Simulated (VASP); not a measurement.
# Al (C2/c) in VASP: further runs

The runs below take Al through single point, with revPBE.

Program: VASP 6.6.1. These are calculated values, not measurements. Logs are shortened: lines on timing, memory, paths and dates and some standing lists are left out, and cuts for length are marked.

## Step 1: The cell of the first run

Symmetry: C2/c, No. 15, monoclinic system. Conventional cell: a = 2.817 Å, b = 8.798 Å, c = 2.897 Å, α = 90.00°, β = 90.61°, γ = 90.00°. Within 3.7 Å of Al (site symmetry 2) lie 10 Al at 2.79 to 2.90 Å.

## Step 2: Single point, revPBE

The input, INCAR:

```
PREC     = Accurate       # precision mode
ENCUT    = 520            # plane-wave cutoff, eV
EDIFF    = 1E-6           # SCF threshold, eV
ISMEAR   = -1             # smearing method
SIGMA    = 0.1            # smearing width, eV
LREAL    = False          # projectors in reciprocal space
LASPH    = True           # aspherical terms in the spheres
NELM     = 80             # most SCF steps
ALGO     = Normal         # electronic algorithm
ISIF     = 2              # what is computed and relaxed
LWAVE    = False          # write WAVECAR
LCHARG   = False          # write CHGCAR
GGA      = RE             # functional
NBANDS   = 10             # bands
```

The input, KPOINTS:

```
Automatic mesh
0
Gamma
  18 18 12
```

The input, POSCAR:

```
Al
1.0
   -3.3155933869      2.9054381132      1.3780741598
    2.9054381132     -3.3155933869      1.3780741598
    2.4098453590      2.4098453590     -2.1292742949
Al
2
Direct
    0.9895493806      0.0104506194      0.0000000000
    0.7604506194      0.2395493806      0.5000000000
```

Potentials or basis: VASP PAW PBE potentials, release 64 (Al).

Command:

```
$ cat potpaw_PBE.64/Al/POTCAR > POTCAR
$ mpirun -np 1 vasp_std > vasp.out
```

OUTCAR:

```text
PREC = Accurate
   ENCUT = 520
   EDIFF = 1E-6
   ISMEAR = -1
   LREAL = False
   LASPH = True
   NELM = 80
   ISIF = 2
   GGA = RE

 ion  position               nearest neighbor table
   1  0.990  0.010  0.000-   2 2.79   2 2.79   2 2.85   2 2.85   2 2.86   2 2.86
   2  0.760  0.240  0.500-   1 2.79   1 2.79   1 2.85   1 2.85   1 2.86   1 2.86

  Warning from LATTYP: Got some problem with cell dimensions!
  Tried to take original basis but could not verify dimensions!
  LATTYP: Found a base centered monoclinic cell.
 ALAT       =     2.8165241445
 B/A-ratio  =     3.1236611752
 C/A-ratio  =     1.0284430156
 COS(beta)  =    -0.0107117179

  Lattice vectors:

 A1 = (   3.3155933869,  -2.9054381132,  -1.3780741598)
 A2 = (  -2.9054381132,   3.3155933869,  -1.3780741598)
 A3 = (   1.9996900853,   1.9996900853,   0.6268740247)

Analysis of symmetry for initial positions (statically):
=====================================================================
 Subroutine PRICEL returns:
 Original cell was already a primitive cell.

 Routine SETGRP: Setting up the symmetry group for a
 base centered monoclinic supercell.

 Subroutine GETGRP returns: Found  4 space group operations
 (whereof  2 operations were pure point group operations)
 out of a pool of  4 trial point group operations.

The static configuration has the point symmetry C_2 .
 The point group associated with its full space group is C_2h.

Analysis of symmetry for dynamics (positions and initial velocities):
=====================================================================
 Subroutine PRICEL returns:
 Original cell was already a primitive cell.

 Routine SETGRP: Setting up the symmetry group for a
 base centered monoclinic supercell.

 Subroutine GETGRP returns: Found  4 space group operations
 (whereof  2 operations were pure point group operations)
 out of a pool of  4 trial point group operations.

The dynamic configuration has the point symmetry C_2 .
 The point group associated with its full space group is C_2h.

 Subroutine INISYM returns: Found  4 space group operations
 (whereof  2 operations are pure point group operations),
 and found     1 'primitive' translations

----------------------------------------------------------------------------------------

                                     Primitive cell

  volume of cell :      35.8864

  direct lattice vectors                    reciprocal lattice vectors
    -3.315593387  2.905438113  1.378074160     0.104186099  0.264931146  0.417755233
     2.905438113 -3.315593387  1.378074160     0.264931146  0.104186099  0.417755233
     2.409845359  2.409845359 -2.129274295     0.238894039  0.238894039  0.071101870

  length of vectors
     4.618854677  4.618854677  4.018521909     0.505532086  0.505532086  0.345248027

  position of ions in fractional coordinates (direct lattice)
     0.989549381  0.010450619  0.000000000
     0.760450619  0.239549381  0.500000000

  ion indices of the primitive-cell ions
   primitive index   ion index
                 1           1
                 2           2

----------------------------------------------------------------------------------------

 KPOINTS: Automatic mesh

Automatic generation of k-mesh.
 Grid dimensions read from file:
 generate k-points for:   18   18   12

 Generating k-lattice:

  Cartesian coordinates                     Fractional coordinates (reciprocal lattice)
     0.005788117  0.014718397  0.023208624     0.055555556  0.000000000  0.000000000
     0.014718397  0.005788117  0.023208624     0.000000000  0.055555556  0.000000000
     0.019907837  0.019907837  0.005925156    -0.000000000 -0.000000000  0.083333333

  Length of vectors
     0.028085116  0.028085116  0.028770669

  Shift w.r.t. Gamma in fractional coordinates (k-lattice)
     0.000000000  0.000000000  0.000000000

 Subroutine IBZKPT returns following result:
 ===========================================

 Found   1037 irreducible k-points:

 Following reciprocal coordinates:
            Coordinates               Weight
  0.000000  0.000000  0.000000      1.000000
  0.055556 -0.000000  0.000000      4.000000
  0.111111 -0.000000  0.000000      4.000000
  0.166667 -0.000000 -0.000000      4.000000
  0.222222  0.000000  0.000000      4.000000
  0.277778 -0.000000  0.000000      4.000000
[... 16 lines left out ...]
 -0.277778  0.055556 -0.000000      4.000000
 -0.222222  0.055556  0.000000      4.000000
 [... further k-points ...]
   k-points           NKPTS =   1037   k-points in BZ     NKDIM =   1037   number of bands    NBANDS=     10
   number of dos      NEDOS =    301   number of ions     NIONS =      2
   total plane-waves  NPLWV =  38880
   dimension x,y,z NGX =    36 NGY =   36 NGZ =   30
   dimension x,y,z NGXF=    72 NGYF=   72 NGZF=   60
   ions per type =               2
   NGX,Y,Z   is equivalent  to a cutoff of  12.96, 12.96, 12.41 a.u.
   NGXF,Y,Z  is equivalent  to a cutoff of  25.91, 25.91, 24.82 a.u.
 SYSTEM =  unknown system
   PREC   = accura    normal or accurate (medium, high low for compatibility)
   ISTART =      0    job   : 0-new  1-cont  2-samecut
   ICHARG =      2    charge: 1-file 2-atom 10-const
   ISPIN  =      1    spin polarized calculation?
   LNONCOLLINEAR =      F non collinear calculations
   LSORBIT =      F    spin-orbit coupling
   LASPH  =      T    aspherical Exc in radial PAW
   ENCUT  =  520.0 eV  38.22 Ry    6.18 a.u.   8.59  8.59  7.47*2*pi/ulx,y,z
   NELM   =     80;   NELMIN=  2; NELMDL= -5     # of ELM steps
   EDIFF  = 0.1E-05   stopping-criterion for ELM
   LREAL  =      F    real-space projection
   EDIFFG = 0.1E-04   stopping-criterion for IOM
   NSW    =      0    number of steps for IOM
   IBRION =     -1    ionic relax: 0-MD 1-quasi-New 2-CG
   NFREE  =      0    steps in history (QN), initial steepest desc. (CG)
   ISIF   =      2    stress and relaxation
   ISYM   =      2    0-nonsym 1-usesym 2-fastsym
   POTIM  = 0.5000    time-step for ionic-motion
   TEBEG  =    0.0;   TEEND  =   0.0 temperature during run
   PSTRESS=    0.0 pullay stress
   NELECT =       6.0000    total number of electrons
   NUPDOWN=      -1.0000    fix difference up-down
   EMIN   =  10.00;   EMAX   =-10.00  energy-range for DOS
   EFERMI =   0.00;   METHOD = LEGACY
   ISMEAR =    -1;   SIGMA  =   0.10  broadening in eV -4-tet -1-fermi 0-gaus
   EFERMI_NEDOS =   21; number of points for ismear=-14 and -15
   IALGO  =     38    algorithm
   IMIX   =      4    mixing-type and parameters
     AMIX     =   0.40;   BMIX     =  1.00
     AMIX_MAG =   1.60;   BMIX_MAG =  1.00
  volume/ion in A,a.u.               =      17.94       121.09
  Fermi-wavevector in a.u.,A,eV,Ry     =   0.901880  1.704306 11.066806  0.813387
  Thomas-Fermi vector in A             =   2.025015
   LORBIT       =      0    0 simple, 1 ext, 2 COOP (PROOUT), +10 PAW based schemes
   GGA     = RE    functional components
   LHFCALC =     F    Hartree Fock is set to
   AEXX    =    0.0000 exact exchange contribution
   IVDW    =     0    specifies the selected vdW correction
   LEPSILON=     F    determine dielectric tensor
   LRPA    =     F    only Hartree local field effects (RPA)
 non-spin polarized calculation
  energy-cutoff  :      520.00
  volume of cell :       35.89
 maximum number of plane-waves:       987
   NGX = 17   NGY = 17   NGZ = 15

 number of electron       6.0000000 magnetization

 Free energy of the ion-electron system (eV)
  ---------------------------------------------------
  ext. energy  EPLUGINS =         0.00000000
  ---------------------------------------------------
  free energy    TOTEN  =        -6.95538288 eV

  energy without entropy =       -6.92849816  energy(sigma->0) =       -6.94194052

 E-fermi :   7.1431     XC(G=0):  -9.8218

 val. band max:        7.1420794462   @ k =  -0.2222   0.1111  -0.0000
 cond. band min:       7.1436227447   @ k =   0.2222   0.1667   0.2500
 fundamental gap:      0.0015432985
 Fermi energy:         7.1431117374

 k-point     1 :       0.0000    0.0000    0.0000
  band No.  band energies     occupation
      1      -3.4404      2.00000
      2       3.7263      2.00000
      3       4.5020      2.00000
      4      12.8236      0.00000
      5      13.1789      0.00000
      6      15.0124      0.00000
      7      16.1991      0.00000
      8      16.3828      0.00000
      9      17.8962      0.00000
     10      19.0896      0.00000

 k-point     2 :       0.0556   -0.0000    0.0000
  band No.  band energies     occupation
      1      -3.3243      2.00000
      2       3.6612      2.00000
      3       4.7856      2.00000
      4      11.4055      0.00000
      5      13.6466      0.00000
      6      14.6724      0.00000
      7      15.3905      0.00000
      8      17.6394      0.00000
      9      18.1803      0.00000
     10      18.8519      0.00000

 k-point     3 :       0.1111   -0.0000    0.0000
  band No.  band energies     occupation
      1      -2.9765      2.00000
      2       3.6510      2.00000
      3       5.4482      2.00000
      4       9.9512      0.00000
      5      12.3865      0.00000
      6      13.3109      0.00000
      7      16.4385      0.00000
      8      17.2602      0.00000
      9      18.0020      0.00000
     10      20.4525      0.00000
[... 248 lines left out ...]
 k-point    23 :      -0.2778    0.0556   -0.0000
  band No.  band energies     occupation
      1      -1.4821      2.00000
      2       3.5274      2.00000
      3       7.6753      0.00972
      4       8.2046      0.00005
      5       9.6915      0.00000
      6      11.5617      0.00000
      7      13.1662      0.00000
      8      17.3486      0.00000
      9      18.0904      0.00000
     10      20.3501      0.00000

 k-point    24 :      -0.2222    0.0556    0.0000
  band No.  band energies     occupation
      1      -2.3084      2.00000
      2       3.1338      2.00000
      3       7.1862      0.78794
      4       8.7434      0.00000
      5      10.7847      0.00000
      6      12.5106      0.00000
      7      14.4533      0.00000
      8      18.0527      0.00000
      9      19.4597      0.00000
     10      20.5835      0.00000

 [... further k-points ...]

------------------------ aborting loop because EDIFF is reached ----------------------------------------

  FORCE on cell =-STRESS in cart. coord.  units (eV):
  Direction    XX          YY          ZZ          XY          YZ          ZX
  --------------------------------------------------------------------------------------
  -------------------------------------------------------------------------------------
  Total       -0.0479273     -0.0479273     -0.0449892      0.0194429     -0.0003695     -0.0003695
  in kB       -2.1397539     -2.1397539     -2.0085795      0.8680450     -0.0164965     -0.0164965
  external PRESSURE =      -2.0960291 kB  Pullay stress =       0.0000000 kB

 VOLUME and BASIS-vectors are now :
 -----------------------------------------------------------------------------
  energy-cutoff  :      520.00
  volume of cell :       35.89
      direct lattice vectors                 reciprocal lattice vectors
    -3.315593387  2.905438113  1.378074160     0.104186099  0.264931146  0.417755233
     2.905438113 -3.315593387  1.378074160     0.264931146  0.104186099  0.417755233
     2.409845359  2.409845359 -2.129274295     0.238894039  0.238894039  0.071101870

 POSITION                                       TOTAL-FORCE (eV/Angst)
 -----------------------------------------------------------------------------------
     -3.25058      2.84042      1.37807        -0.005540      0.005540      0.000000
     -0.62043      2.62012      0.31344         0.005540     -0.005540     -0.000000
 -----------------------------------------------------------------------------------
    total drift:                               -0.000000      0.000000      0.000000

  FREE ENERGIE OF THE ION-ELECTRON SYSTEM (eV)
  ---------------------------------------------------
  free  energy   TOTEN  =        -6.9553828829 eV

  energy  without entropy=       -6.9284981626  energy(sigma->0) =       -6.94194052
```

Wall time 2.4 min (1 thread of Intel Xeon 6975P-C (Granite Rapids), shared host); peak memory 0.42 GiB.

Results:

* Free energy: -6.9554 eV
* Pressure: -0.2 GPa
* Largest force: 0.008 eV/Å
* Band gap on the k mesh: zero (band 3 reaches 12.52 eV, above the bottom of band 4 at 3.27 eV)

Forces in eV/Å, atoms in the order of the input:
```
Al  -0.006  0.006  0.000
Al   0.006 -0.006  0.000
```

Stress tensor (GPa, compression positive):
```
-0.21  0.09  0.00
 0.09 -0.21  0.00
 0.00  0.00 -0.20
```

Caveat: the PAW data sets were made with another functional, which shifts forces and pressure a little.

## Step 3: Single point, revPBE (volume scaled by 1.08)

The input, INCAR:

```
SYSTEM = Al
ALGO = Normal
EDIFF = 1E-7
ENCUT = 520
GGA = RE
ISIF = 2
ISMEAR = -1
LASPH = .True.
LCHARG = .True.
LELF = .True.
LREAL = .False.
LVHAR = .True.
LWAVE = .False.
NBANDS = 10
NELM = 80
PREC = Accurate
SIGMA = 0.1
```

The input, KPOINTS:

```
k-points
0
Gamma
  18 18 12
  0 0 0
```

The input, POSCAR:

```
Al
1.0
   -3.4017509644      2.9809375729      1.4138841996
    2.9809375729     -3.4017509644      1.4138841996
    2.4724665595      2.4724665595     -2.1846046969
Al
2
Direct
    0.9895493806      0.0104506194      0.0000000000
    0.7604506194      0.2395493806      0.5000000000
```

Potentials or basis: VASP PAW PBE potentials, release 64 (Al).

Command:

```
$ cat potpaw_PBE.64/Al/POTCAR > POTCAR
$ mpirun -np 1 vasp_std > vasp.out
```

Run time: 3.1 min. Hardware: 1 thread of Intel Xeon 6975P-C (Granite Rapids), shared host; peak memory 0.44 GiB.

It converged, with:

```yaml
Free_energy: -6.9088 eV
Pressure: -4.7 GPa
Largest_force: 0.026 eV/Å
Band_gap_on_the_k_mesh: zero (band 3 reaches 11.64 eV, above the bottom of band 4 at 2.73 eV)
```

Forces on the atoms (eV/Å):
```
Al   0.018 -0.018  0.000
Al  -0.018  0.018  0.000
```

Stress tensor (GPa, compression positive):
```
-4.72  0.25  0.01
 0.25 -4.72  0.01
 0.01  0.01 -4.57
```

Levels at points of the mesh, in eV from the Fermi level:
```csv
k point,band 1,band 2,band 3,band 4,band 5,band 6
"(0.00, 0.00, 0.00)",-10.08,-3.18,-2.60,5.34,5.95,7.43
"(0.50, 0.00, 0.00)",-1.94,-1.81,-0.81,-0.64,1.55,1.68
"(0.50, 0.50, 0.00)",-8.69,-7.77,5.24,5.43,6.35,6.50
"(0.00, 0.00, 0.50)",-5.95,-5.95,0.72,0.72,1.41,1.41
"(0.50, 0.00, 0.50)",-5.65,-5.01,-2.21,-1.00,4.77,5.57
"(0.50, 0.50, 0.50)",-4.62,-4.62,-3.68,-3.68,8.82,8.82
```

Caveat: the PAW data sets were made with another functional, which shifts forces and pressure a little.

## Step 4: Single point, revPBE (volume scaled by 1.12)

The input, INCAR:

```
ALGO = Normal ; EDIFF = 1E-6
ENCUT = 520 ; GGA = RE
ISIF = 2 ; ISMEAR = -1
LASPH = T ; LCHARG = F
LREAL = F ; LWAVE = F
NBANDS = 10 ; NELM = 60
PREC = Accurate ; SIGMA = 0.1
```

The input, KPOINTS:

```
k-points
0
Gamma
  18 18 12
```

The input, POSCAR:

```
Al
1.0
   -3.4432398211      3.0172940532      1.4311283893
    3.0172940532     -3.4432398211      1.4311283893
    2.5026215626      2.5026215626     -2.2112488435
Al
2
Direct
    0.9895493806      0.0104506194      0.0000000000
    0.7604506194      0.2395493806      0.5000000000
```

Command:

```
$ cat potpaw_PBE.64/Al/POTCAR > POTCAR
$ mpirun -np 1 vasp_std > vasp.out
```

Run time: 3.2 min. Hardware: 1 thread of Intel Xeon 6975P-C (Granite Rapids), shared host; peak memory 0.45 GiB.

The run converged. Its results:

| Item | Value |
| --- | --- |
| Free energy | -6.8598 eV |
| Pressure | -6.2 GPa |
| Largest force | 0.040 eV/Å |
| Band gap on the k mesh | zero (band 3 reaches 11.24 eV, above the bottom of band 4 at 2.49 eV) |

Forces on the atoms (eV/Å):
```
Al   0.028 -0.028  0.000
Al  -0.028  0.028  0.000
```

Stress tensor (GPa, compression positive):
```
-6.32  0.30  0.01
 0.30 -6.32  0.01
 0.01  0.01 -6.09
```

Levels at points of the mesh, in eV from the Fermi level:
```
           k point  band 1  band 2  band 3  band 4  band 5  band 6  band 7
(0.00, 0.00, 0.00)   -9.85   -3.06   -2.59    5.19    5.91    7.23    8.35
(0.50, 0.00, 0.00)   -1.88   -1.76   -0.81   -0.65    1.53    1.66    3.10
(0.50, 0.50, 0.00)   -8.50   -7.59    5.17    5.28    6.17    6.32    6.63
(0.00, 0.00, 0.50)   -5.82   -5.82    0.74    0.74    1.34    1.34   10.61
(0.50, 0.00, 0.50)   -5.55   -4.87   -2.14   -0.98    4.64    5.47    8.75
(0.50, 0.50, 0.50)   -4.53   -4.53   -3.58   -3.58    8.61    8.61    9.03
```

Caveat: the PAW data sets were made with another functional, which shifts forces and pressure a little.

(Part 1 of 2 ends here.)
